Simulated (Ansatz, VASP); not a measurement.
# Two plane-wave programs on Ga3Se

```
Ga Se
1.0
     4.43246    0.00000    0.00000
     0.00000    4.43246    0.00000
     0.00000    0.00000    4.43246
Ga Se
3 1
Direct
  0.00000 0.50000 0.50000
  0.50000 0.00000 0.50000
  0.50000 0.50000 0.00000
  0.00000 0.00000 0.00000
```

Alike in both runs: task single point; functional PBEsol; k mesh 6 × 6 × 6; occupations gaussian, width 0.1 eV; no spin polarisation.

|  | VASP | Ansatz |
| --- | --- | --- |
| version | VASP 6.6.1 | Ansatz 0.2.0 |
| potentials or method | VASP PAW PBE potentials, release 64 (Ga_d, Se), cutoff 520 eV | scalar-relativistic, plane waves, PAW |
| valence electrons in the cell | 45 | 55 |

|  | VASP | Ansatz | Ansatz less VASP |
| --- | --- | --- | --- |
| gap on the k mesh at the Fermi level (eV) | none | none | - |
| pressure (GPa) | -3.6 | -3.6 | -0.04 |

VASP's potentials were made for PBE, not for PBEsol. A gap of «none» marks a metal or a gap that the smearing closes. VASP's potentials hold 45 valence electrons a cell and Ansatz's 55, so a difference there can come from the potentials and not from the codes.
